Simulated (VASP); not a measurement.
Wanted: the native input for a VASP 6.6.1 run.

* Task: single point
* Functional: PBEsol
* Potentials or basis: VASP PAW PBE potentials, release 64 (Ru_pv)
* Cutoff: 520 eV
* k mesh: 24 × 24 × 12
* Occupations: gaussian, width 0.1 eV
* Spin: no spin polarisation
* Dipole correction: no
* Further INCAR settings: ALGO = Fast; EDIFF = 1e-06; NBANDS = 21

The structure of Ru lies in POSCAR:

```
Ru
1.0
    2.6087967654      0.0000000000      0.0000000000
   -1.3043983827      2.2592842721      0.0000000000
    0.0000000000      0.0000000000      4.3215939284
Ru
2
Direct
    0.3333333333      0.6666666667      0.2500000000
    0.6666666667      0.3333333333      0.7500000000
```

This cell differs from its parent crystal: biaxial strain in the a-b plane: -3.0 %, then relaxed in part.

The input as run:

INCAR

```
SYSTEM = Ru
PREC     = Accurate       ! precision mode
ENCUT    = 520            ! plane-wave cutoff, eV
EDIFF    = 1E-6           ! SCF threshold, eV
ISMEAR   = 0              ! smearing method
SIGMA    = 0.1            ! smearing width, eV
LREAL    = .FALSE.        ! projectors in reciprocal space
LASPH    = .TRUE.         ! aspherical terms in the spheres
NELM     = 60             ! most SCF steps
ALGO     = Fast           ! electronic algorithm
ISIF     = 2              ! what is computed and relaxed
LWAVE    = .FALSE.        ! write WAVECAR
LCHARG   = .FALSE.        ! write CHGCAR
GGA      = PS             ! functional
NBANDS   = 21             ! bands
```

KPOINTS

```
regular mesh
0
G
  24 24 12
  0 0 0
```

Potentials or basis: VASP PAW PBE potentials, release 64 (Ru_pv).

Command:

```sh
$ cat potpaw_PBE.64/Ru_pv/POTCAR > POTCAR
$ mpirun -np 1 vasp_std > vasp.out
```

Results of the run:

The pressure is 17.6 GPa and the band gap on the k mesh is zero (band 14 reaches 15.82 eV, above the bottom of band 15 at 12.36 eV).

Caveat: the cell differs from its parent crystal (biaxial strain in the a-b plane: -3.0 %, then relaxed in part); the PAW data sets were made with another functional, which shifts forces and pressure a little.

It took 110 s on 1 thread of Intel(R) Xeon(R) Platinum 8488C (Sapphire Rapids) (shared host), peak memory 0.28 GiB.
